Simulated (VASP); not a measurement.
Input of a VASP 6.6.1 run:

Contents of INCAR:

```
ALGO = Normal
EDIFF = 1E-6
ENCUT = 520
GGA = PE
ISIF = 2
ISMEAR = 0
IVDW = 12
LASPH = T
LCHARG = T
LELF = T
LREAL = F
LVHAR = T
LWAVE = F
NBANDS = 13
NELM = 60
PREC = Accurate
SIGMA = 0.1
```

Contents of KPOINTS:

```
k-points
0
Gamma
  8 8 8
```

The input POSCAR:

```
Mo
1.0
   -1.5838089700      1.5838089700      1.5838089700
    1.5838089700     -1.5838089700      1.5838089700
    1.5838089700      1.5838089700     -1.5838089700
Mo
1
Direct
    0.0000000000      0.0000000000      0.0000000000
```

Potentials or basis: VASP PAW PBE potentials, release 64 (Mo_sv).

The run is started by

```sh
$ cat potpaw_PBE.64/Mo_sv/POTCAR > POTCAR
$ mpirun -np 1 vasp_std > vasp.out
```

Problem. Predict the dispersion energy per atom.

Solution. -0.702 eV.

Problem. Estimate the pressure.

Solution. -8.0 GPa.

Caveat: pairwise dispersion overbinds metals, which lowers pressure and volume.
